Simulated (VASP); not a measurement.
Input of a VASP 6.6.1 run:

The input POSCAR:

```
MnHg
1.0
    3.3150000000      0.0000000000      0.0000000000
    0.0000000000      3.3150000000      0.0000000000
    0.0000000000      0.0000000000      3.3150000000
Mn Hg
1 1
Direct
    0.5000000000      0.5000000000      0.5000000000
    0.0000000000      0.0000000000      0.0000000000
```

INCAR.step1

```
PREC = Accurate
ENCUT = 520
EDIFF = 1E-6
ISMEAR = -1
SIGMA = 0.08
LREAL = F
LASPH = T
NELM = 150
ALGO = Normal
ISIF = 2
LWAVE = F
LCHARG = T
ISPIN = 2
MAGMOM = 4 0
LMAXMIX = 4
GGA = PE
NBANDS = 24
```

KPOINTS.step1

```
regular mesh
0
Gamma
  11 11 11
```

File INCAR.step2:

```
PREC = Accurate
ENCUT = 520
EDIFF = 1E-6
ISMEAR = -5
SIGMA = 0.08
LREAL = F
LASPH = T
NELM = 150
ALGO = Normal
ISIF = 2
LWAVE = F
LCHARG = F
ISPIN = 2
MAGMOM = 4 0
LORBIT = 11
LMAXMIX = 4
GGA = PE
NBANDS = 24
NEDOS = 1001
ICHARG = 11
```

KPOINTS.step2

```
regular mesh
0
Gamma
  17 17 17
```

Potentials or basis: VASP PAW PBE potentials, release 64 (Mn_pv, Hg).

Run with:

```sh
$ cat potpaw_PBE.64/Mn_pv/POTCAR potpaw_PBE.64/Hg/POTCAR > POTCAR
$ cp INCAR.step1 INCAR
$ cp KPOINTS.step1 KPOINTS
$ mpirun -np 1 vasp_std > vasp.out
$ cp INCAR.step2 INCAR
$ cp KPOINTS.step2 KPOINTS
$ mpirun -np 1 vasp_std > vasp.out
```

(1) What does it give for the site moments?

(2) Estimate the net moment.

Answers

(1) Mn +3.83; Hg -0.06 μB.

(2) 3.92 μB per cell.
